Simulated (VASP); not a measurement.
# TiB2 (P6/mmm) in VASP: a series of runs

Runs on TiB2. Level: PBE+D3(BJ). Tasks: single point, relaxation of cell and atoms.

Program: VASP 6.6.1. These are calculated values, not measurements. Logs are shortened: lines on timing, memory, paths and dates and some standing lists are left out, and cuts for length are marked.

### Step 1. The cell of the first run

Symmetry: P6/mmm, No. 191, hexagonal system. The conventional cell has a = 3.029 Å, b = 3.029 Å, c = 3.228 Å, α = 90.00°, β = 90.00°, γ = 120.00°. Within 3.1 Å of Ti (site symmetry 6/mmm) lie 12 B at 2.38 Å and 6 Ti at 3.03 Å. B (site symmetry -6m2) has 3 B at 1.75 Å and 6 Ti at 2.38 Å within 2.4 Å.

### Step 2. Single point, PBE+D3(BJ)

The input, INCAR:

```
  PREC = Accurate
  ENCUT = 520
  EDIFF = 1E-6
  ISMEAR = 0
  SIGMA = 0.1
  LREAL = False
  LASPH = True
  NELM = 60
  ALGO = Normal
  ISIF = 2
  LWAVE = False
  LCHARG = False
  GGA = PE
  IVDW = 12
  NBANDS = 16
```

The input, KPOINTS:

```
Automatic mesh
0
Gamma
  6 6 6
```

The input, POSCAR:

```
TiB2
1.0
    3.0291982016      0.0000000000      0.0000000000
   -1.5145991008      2.6233625957      0.0000000000
    0.0000000000      0.0000000000      3.2284000000
Ti B
1 2
Direct
    0.0000000000      0.0000000000      0.0000000000
    0.3333333333      0.6666666667      0.5000000000
    0.6666666667      0.3333333333      0.5000000000
```

Potentials or basis: VASP PAW PBE potentials, release 64 (Ti_sv, B).

On the command line:

```sh
$ cat potpaw_PBE.64/Ti_sv/POTCAR potpaw_PBE.64/B/POTCAR > POTCAR
$ mpirun -np 1 vasp_std > vasp.out
```

OUTCAR:

```text
PREC = Accurate
   ENCUT = 520
   EDIFF = 1E-6
   ISMEAR = 0
   LREAL = False
   LASPH = True
   NELM = 60
   ISIF = 2
   GGA = PE
   IVDW = 12
 IVDW          = 12

 ion  position               nearest neighbor table
   1  0.000  0.000  0.000-   2 2.38   3 2.38   2 2.38   3 2.38   3 2.38   3 2.38   2 2.38   2 2.38
                             3 2.38   3 2.38   2 2.38   2 2.38
   2  0.333  0.667  0.500-   3 1.75   3 1.75   3 1.75   1 2.38   1 2.38   1 2.38   1 2.38   1 2.38
                             1 2.38
   3  0.667  0.333  0.500-   2 1.75   2 1.75   2 1.75   1 2.38   1 2.38   1 2.38   1 2.38   1 2.38
                             1 2.38

  LATTYP: Found a hexagonal cell.
 ALAT       =     3.0291982016
 C/A-ratio  =     1.0657605693

  Lattice vectors:

 A1 = (   3.0291982016,   0.0000000000,   0.0000000000)
 A2 = (  -1.5145991008,   2.6233625957,   0.0000000000)
 A3 = (   0.0000000000,   0.0000000000,   3.2284000000)

Analysis of symmetry for initial positions (statically):
=====================================================================
 Subroutine PRICEL returns:
 Original cell was already a primitive cell.

 Routine SETGRP: Setting up the symmetry group for a
 hexagonal supercell.

 Subroutine GETGRP returns: Found 24 space group operations
 (whereof 24 operations were pure point group operations)
 out of a pool of 24 trial point group operations.

The static configuration has the point symmetry D_6h.

Analysis of symmetry for dynamics (positions and initial velocities):
=====================================================================
 Subroutine PRICEL returns:
 Original cell was already a primitive cell.

 Routine SETGRP: Setting up the symmetry group for a
 hexagonal supercell.

 Subroutine GETGRP returns: Found 24 space group operations
 (whereof 24 operations were pure point group operations)
 out of a pool of 24 trial point group operations.

The dynamic configuration has the point symmetry D_6h.

 Subroutine INISYM returns: Found 24 space group operations
 (whereof 24 operations are pure point group operations),
 and found     1 'primitive' translations

----------------------------------------------------------------------------------------

                                     Primitive cell

  volume of cell :      25.6551

  direct lattice vectors                    reciprocal lattice vectors
     3.029198202  0.000000000  0.000000000     0.330120360  0.190595079  0.000000000
    -1.514599101  2.623362596  0.000000000     0.000000000  0.381190157  0.000000000
     0.000000000  0.000000000  3.228400000     0.000000000  0.000000000  0.309750960

[... 90 lines left out ...]
   NFREE  =      0    steps in history (QN), initial steepest desc. (CG)
   ISIF   =      2    stress and relaxation
   ISYM   =      2    0-nonsym 1-usesym 2-fastsym
   POTIM  = 0.5000    time-step for ionic-motion
   TEBEG  =    0.0;   TEEND  =   0.0 temperature during run
   PSTRESS=    0.0 pullay stress
   NELECT =      18.0000    total number of electrons
   NUPDOWN=      -1.0000    fix difference up-down
   EMIN   =  10.00;   EMAX   =-10.00  energy-range for DOS
   EFERMI =   0.00;   METHOD = LEGACY
   ISMEAR =     0;   SIGMA  =   0.10  broadening in eV -4-tet -1-fermi 0-gaus
   EFERMI_NEDOS =   21; number of points for ismear=-14 and -15
   IALGO  =     38    algorithm
   IMIX   =      4    mixing-type and parameters
     AMIX     =   0.40;   BMIX     =  1.00
     AMIX_MAG =   1.60;   BMIX_MAG =  1.00
  volume/ion in A,a.u.               =       8.55        57.71
  Fermi-wavevector in a.u.,A,eV,Ry     =   1.454704  2.748991 28.792144  2.116163
  Thomas-Fermi vector in A             =   2.571824
   LORBIT       =      0    0 simple, 1 ext, 2 COOP (PROOUT), +10 PAW based schemes
   GGA     = PE    functional components
   LHFCALC =     F    Hartree Fock is set to
   AEXX    =    0.0000 exact exchange contribution
   IVDW    =    12    specifies the selected vdW correction
   LEPSILON=     F    determine dielectric tensor
   LRPA    =     F    only Hartree local field effects (RPA)
 non-spin polarized calculation
 Gauss-broadening in eV      SIGMA  =   0.10
  energy-cutoff  :      520.00
  volume of cell :       25.66
 maximum number of plane-waves:       721
 NGX is ok and might be reduce to    24
   NGX = 11   NGY = 11   NGZ = 13

 number of electron      18.0000002 magnetization

 Free energy of the ion-electron system (eV)
  ---------------------------------------------------
  ext. energy  EPLUGINS =         0.00000000
  ---------------------------------------------------
  free energy    TOTEN  =       -24.38688952 eV

  energy without entropy =      -24.38161982  energy(sigma->0) =      -24.38425467

 E-fermi :   9.7606     XC(G=0): -12.7690

 val. band max:        9.6852398633   @ k =   0.1667   0.1667   0.1667
 cond. band min:       9.7861136904   @ k =   0.1667   0.1667   0.1667
 fundamental gap:      0.1008738272
 Fermi energy:         9.7605850009

 k-point     1 :       0.0000    0.0000    0.0000
  band No.  band energies     occupation
      1     -46.9609      2.00000
      2     -23.3304      2.00000
      3     -22.9886      2.00000
      4     -22.9886      2.00000
      5      -3.5099      2.00000
      6       7.4009      2.00000
[... 433 lines left out ...]
      3     -23.2653      2.00000
      4     -23.0383      2.00000
      5      -0.5517      2.00000
      6       3.9737      2.00000
[... 8 lines left out ...]
     15      16.8426      0.00000
     16      22.9043      0.00000

 [... further k-points ...]

------------------------ aborting loop because EDIFF is reached ----------------------------------------

 Edisp (eV)   -1.25767

 E8    (eV) :    -0.5209

  FORCE on cell =-STRESS in cart. coord.  units (eV):
  Direction    XX          YY          ZZ          XY          YZ          ZX
  --------------------------------------------------------------------------------------
  -------------------------------------------------------------------------------------
  Total      -1.04060    -1.04060    -1.43573     0.00000    -0.00000     0.00000
  in kB     -64.98631   -64.98631   -89.66241     0.00000    -0.00000     0.00000
  external pressure =      -73.21 kB  Pullay stress =        0.00 kB

 VOLUME and BASIS-vectors are now :
 -----------------------------------------------------------------------------
  energy-cutoff  :      520.00
  volume of cell :       25.66
      direct lattice vectors                 reciprocal lattice vectors
     3.029198202  0.000000000  0.000000000     0.330120360  0.190595079  0.000000000
    -1.514599101  2.623362596  0.000000000     0.000000000  0.381190157  0.000000000
     0.000000000  0.000000000  3.228400000     0.000000000  0.000000000  0.309750960

 POSITION                                       TOTAL-FORCE (eV/Angst)
 -----------------------------------------------------------------------------------
      0.00000      0.00000      0.00000         0.000000      0.000000      0.000000
     -0.00000      1.74891      1.61420         0.000000     -0.000000      0.000000
      1.51460      0.87445      1.61420        -0.000000      0.000000      0.000000
 -----------------------------------------------------------------------------------
    total drift:                               -0.000000      0.000000      0.000000

  FREE ENERGIE OF THE ION-ELECTRON SYSTEM (eV)
  ---------------------------------------------------
  free  energy   TOTEN  =       -25.6445576850 eV

  energy  without entropy=      -25.6392879839  energy(sigma->0) =      -25.64192283
```

OSZICAR:

```text
N       E                     dE             d eps       ncg     rms          rms(c)
DAV:   1     0.121203502093E+03    0.12120E+03   -0.90631E+03   896   0.128E+03
DAV:   2    -0.226257887950E+02   -0.14383E+03   -0.13870E+03   992   0.340E+02
DAV:   3    -0.293939806863E+02   -0.67682E+01   -0.66527E+01  1256   0.720E+01
DAV:   4    -0.295586299428E+02   -0.16465E+00   -0.16458E+00  1128   0.992E+00
DAV:   5    -0.295623839869E+02   -0.37540E-02   -0.37539E-02  1248   0.133E+00    0.166E+01
DAV:   6    -0.244066729172E+02    0.51557E+01   -0.21140E+01  1240   0.485E+01    0.387E+00
DAV:   7    -0.243878805122E+02    0.18792E-01   -0.10942E+00   944   0.120E+01    0.337E+00
DAV:   8    -0.243900931852E+02   -0.22127E-02   -0.93102E-02  1400   0.262E+00    0.773E-01
DAV:   9    -0.243873245043E+02    0.27687E-02   -0.40051E-02  1088   0.253E+00    0.271E-01
DAV:  10    -0.243868770559E+02    0.44745E-03   -0.27192E-03  1104   0.634E-01    0.594E-02
DAV:  11    -0.243869065689E+02   -0.29513E-04   -0.45030E-04  1216   0.231E-01    0.518E-02
DAV:  12    -0.243868899229E+02    0.16646E-04   -0.76268E-05  1040   0.112E-01    0.125E-02
DAV:  13    -0.243868895203E+02    0.40258E-06   -0.39096E-06  1136   0.156E-02
   1 F= -.25644558E+02 E0= -.25641923E+02  d E =-.526970E-02
```

stdout:

```text
POSCAR found type information on POSCAR TiB
 POSCAR found :  2 types and       3 ions
 scaLAPACK will be used
 LDA part: xc-table for (Slater+PW92), standard interpolation
 POSCAR, INCAR and KPOINTS ok, starting setup
 FFT: planning ... GRIDC
 FFT: planning ... GRID_SOFT
 FFT: planning ... GRID
 WAVECAR not read
 entering main loop
```

Wall time 7.8 s (1 thread of Intel Xeon Platinum 8488C (Sapphire Rapids), shared host); peak memory 0.15 GiB.

Results:

| Quantity | Value |
| --- | --- |
| Free energy | -25.6446 eV |
| Pressure | -7.3 GPa |
| Band gap on the k mesh | zero (bands 9 and 10 overlap by 0.39 eV) |
| Dispersion energy per atom | -0.419 eV |

Stress tensor (GPa, compression positive):
```
-6.50  0.00  0.00
 0.00 -6.50  0.00
 0.00  0.00 -8.97
```

Levels at points of the mesh, in eV from the Fermi level:
| k point | band 5 | band 6 | band 7 | band 8 | band 9 | band 10 | band 11 | band 12 | band 13 | band 14 |
| --- | --- | --- | --- | --- | --- | --- | --- | --- | --- | --- |
| (0.00, 0.00, 0.00) | -13.27 | -2.36 | -2.36 | -2.09 | -1.88 | 2.12 | 2.12 | 3.90 | 3.90 | 6.00 |
| (0.50, 0.00, 0.00) | -9.13 | -9.00 | -3.03 | -2.99 | -2.03 | 1.57 | 2.99 | 3.45 | 3.60 | 7.68 |
| (0.00, 0.00, 0.50) | -11.35 | -7.37 | -0.32 | -0.32 | 0.05 | 0.05 | 0.68 | 0.68 | 1.86 | 6.80 |
| (0.50, 0.00, 0.50) | -9.51 | -7.32 | -4.40 | -3.58 | -2.90 | 2.70 | 3.17 | 4.69 | 4.81 | 5.60 |

Caveat: the k points lie up to 0.40 Å⁻¹ apart.

(Continued in part 2 of 2.)

The gap in the log of VASP goes by the Fermi energy; the results here count the filled bands.